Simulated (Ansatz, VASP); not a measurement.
One calculation of BiTe, two programs

```xyz
2
Lattice="0.0000 3.4151 2.9028 3.4151 0.0000 2.9028 3.4151 3.4151 0.0000" Properties=species:S:1:pos:R:3 pbc="T T T"
Bi    0.0000    0.0000    0.0000
Te    3.4151    3.4151    2.9028
```

Alike in both runs: task single point; functional r2SCAN; k mesh 14 × 14 × 14; occupations gaussian, width 0.15 eV; no spin polarisation.

|  | VASP | Ansatz |
| --- | --- | --- |
| version | VASP 6.6.1 | Ansatz 0.2.0 |
| potentials or method | VASP PAW PBE potentials, release 64 (Bi_d, Te), cutoff 520 eV | scalar-relativistic, plane waves, PAW |
| valence electrons in the cell | 21 | 31 |

```csv
,VASP,Ansatz,Ansatz less VASP
gap on the k mesh at the Fermi level (eV),none,none,-
pressure (GPa),3.0,3.0,+0.03
"traceless stress, the component that is largest in VASP (GPa)",12.75,12.75,-0.002
```

VASP's potentials were made for PBE, not for r2SCAN. A gap of «none» marks a metal or a gap that the smearing closes. VASP's potentials hold 21 valence electrons a cell and Ansatz's 31, so a difference there can come from the potentials and not from the codes.

Neither program's run includes spin-orbit coupling.
